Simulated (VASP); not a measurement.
TiO2: single point with PBE+U

TiO2:

```
Ti O
1.0
     3.98981    0.00000    0.00000
     0.00000    3.98981    0.00000
     0.00000    0.00000    9.51118
Ti O
4 8
Cartesian
  0.0000 0.0000 0.0000
  0.0000 1.9949 2.3778
  1.9949 1.9949 4.7556
  1.9949 0.0000 7.1334
  0.0000 1.9949 4.3661
  0.0000 0.0000 1.9883
  0.0000 1.9949 0.3895
  1.9949 1.9949 2.7673
  1.9949 0.0000 9.1217
  1.9949 1.9949 6.7439
  1.9949 0.0000 5.1451
  0.0000 0.0000 7.5229
```

This cell differs from its parent crystal: biaxial strain in the a-b plane: +4.5 %.

* Program: VASP 6.6.1
* Task: single point
* Functional: PBE
* Potentials or basis: VASP PAW PBE potentials, release 64 (Ti_sv, O)
* Cutoff: 520 eV
* k mesh: 6 × 6 × 4
* Occupations: gaussian, width 0.02 eV
* Spin: no spin polarisation
* Hubbard terms: Ti d U = 4.0 eV
* Dipole correction: no
* Further INCAR settings: ALGO = Normal; EDIFF = 1e-06; NBANDS = 60

```
Pressure               : -7.9 GPa
Largest force          : 0.027 eV/Å
Band gap on the k mesh : 2.40 eV
```

Forces in eV/Å, atoms in the order of the input:
```
Ti   0.000  0.000  0.000
Ti   0.000  0.000  0.000
Ti   0.000  0.000  0.000
Ti   0.000  0.000  0.000
O    0.000  0.000  0.027
O    0.000  0.000  0.027
O    0.000  0.000 -0.027
O    0.000  0.000 -0.027
O    0.000  0.000  0.027
O    0.000  0.000  0.027
O    0.000  0.000 -0.027
O    0.000  0.000 -0.027
```

Stress tensor (GPa, compression positive):
```
-10.76   0.00   0.00
  0.00 -10.76   0.00
  0.00   0.00  -2.15
```

Levels at points of the mesh, in eV from the valence-band top:
```
           k point  band 46  band 47  band 48  band 49  band 50  band 51
(0.00, 0.00, 0.00)    -0.37    -0.16    -0.16     2.40     2.76     2.76
(0.50, 0.00, 0.00)    -0.88    -0.75    -0.75     3.34     3.34     3.53
(0.50, 0.50, 0.00)     0.00     0.00     0.00     3.54     3.54     3.54
(0.00, 0.00, 0.50)    -0.22    -0.22    -0.22     2.50     2.50     3.04
(0.50, 0.00, 0.50)    -0.74    -0.54    -0.54     3.33     3.33     3.54
(0.50, 0.50, 0.50)    -0.17    -0.17    -0.17     3.64     3.64     3.64
```

Eigenvalues of the final occupation matrices:
| site | spin | trace | eigenvalues |
| --- | --- | --- | --- |
| site 1 d | 1 | 0.76 | 0.09 0.10 0.10 0.22 0.26 |
| site 1 d | 2 | 0.76 | 0.09 0.10 0.10 0.22 0.26 |
| site 2 d | 1 | 0.76 | 0.09 0.10 0.10 0.22 0.26 |
| site 2 d | 2 | 0.76 | 0.09 0.10 0.10 0.22 0.26 |
| site 3 d | 1 | 0.76 | 0.09 0.10 0.10 0.22 0.26 |
| site 3 d | 2 | 0.76 | 0.09 0.10 0.10 0.22 0.26 |
| site 4 d | 1 | 0.76 | 0.09 0.10 0.10 0.22 0.26 |
| site 4 d | 2 | 0.76 | 0.09 0.10 0.10 0.22 0.26 |

It took 4 min on 1 thread of Intel(R) Xeon(R) 6975P-C (Granite Rapids), on a shared host, peak memory 0.34 GiB.

Caveat: the cell differs from its parent crystal (biaxial strain in the a-b plane: +4.5 %); the stress differs along the axes, from -11 to -2 GPa. A k mesh can miss the band edges.
